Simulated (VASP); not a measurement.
MnO:

```xyz
2
Lattice="0.0000 2.2230 2.2230 2.2230 0.0000 2.2230 2.2230 2.2230 0.0000" Properties=species:S:1:pos:R:3 pbc="T T T"
Mn    0.0000    0.0000    0.0000
O     2.2230    2.2230    2.2230
```

Base run:

```yaml
Program: VASP 6.6.1
Functional: RPBE
Potentials_or_basis: VASP PAW PBE potentials, release 64 (Mn_pv, O)
Cutoff: 520 eV
k_mesh: 12 × 12 × 12
Occupations: fermi-dirac, width 0.1 eV
Spin: collinear spin, ferromagnetic start
Starting_moments: "[4.0, 0.0] μB"
```

Its results: pressure 5.8 GPa; net moment 4.81 μB per cell; site moments Mn +4.37; O +0.20 μB.

The run is repeated on the same cell with these changes: functional from RPBE to BLYP. What comes out?

Pressure 3.5 GPa; net moment 4.66 μB per cell; site moments Mn +4.24; O +0.22 μB.

Caveats: the cell stands under pressure; the PAW data sets were made with another functional, which shifts forces and pressure a little; a cell with one magnetic atom can't hold antiferromagnetic order, which such compounds often take.
